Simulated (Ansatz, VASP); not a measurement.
# GaAs: VASP beside Ansatz

Contents of INCAR:

```
PREC = Accurate
ENCUT = 500
EDIFF = 1E-6
ISMEAR = -5
SIGMA = 0.1
LREAL = F
LASPH = T
NELM = 200
ALGO = Normal
ISIF = 2
LWAVE = F
LCHARG = F
LDAU = T
LDAUTYPE = 2
LDAUL = 2 -1
LDAUU = 2.7 0
LDAUJ = 0 0
LDAUPRINT = 1
GGA = PE
NBANDS = 16
GGA_COMPAT = F
```

KPOINTS

```
Automatic mesh
0
Gamma
  4 4 4
```

Contents of POSCAR:

```
GaAs
1.0
    0.0000000000      2.9588782944      2.9588782944
    2.9588782944      0.0000000000      2.9588782944
    2.9588782944      2.9588782944      0.0000000000
Ga As
1 1
Direct
    0.0000000000      0.0000000000      0.0000000000
    0.2500000000      0.2500000000      0.2500000000
```

Input for Ansatz:

```yaml
crystal:
  lattice:
    - [0.0, 2.9588782944, 2.9588782944]
    - [2.9588782944, 0.0, 2.9588782944]
    - [2.9588782944, 2.9588782944, 0.0]
  atoms:
    - { symbol: Ga, position: [0.0, 0.0, 0.0] }
    - { symbol: As, position: [0.25, 0.25, 0.25] }
basis:
  ecutwfc: 420
kpoints:
  mp_grid: { grid: [4, 4, 4] }
hamiltonian:
  xc: pbe
  hubbard: { sites: [{ species: Ga, l: d, u_eff: 2.7 }] }
  dispersion: none
scf:
  occupations: { method: tetrahedron }
  max_iter: 51
output:
  forces: true
  stress: true
  eigenvalues: true
```

Alike in both runs: task single point; functional PBE; k mesh 4 × 4 × 4; occupations tetrahedron; no spin polarisation; Hubbard terms Ga d U = 2.7 eV.

```csv
,VASP,Ansatz
version,VASP 6.6.1,Ansatz 0.2.0
potentials or method,"VASP PAW PBE potentials, release 64 (Ga_d, As), cutoff 500 eV","scalar-relativistic, plane waves, PAW"
valence electrons in the cell,18,28
```

```csv
,VASP,Ansatz,Ansatz less VASP
gap on the k mesh at the Fermi level (eV),none,none,-
pressure (GPa),-4.2,-3.6,+0.64
```

The programs project onto different local orbitals, so the same U acts differently, and such runs can settle in different states. A gap of «none» marks a metal or a gap that the smearing closes. VASP's potentials hold 18 valence electrons a cell and Ansatz's 28, so a difference there can come from the potentials and not from the codes. Ansatz's warnings: band table not solved further, filled band counts differ across k points, tetrahedron derivatives may miss energy slope.

The k mesh is coarse, so the values compare programs but aren't converged.
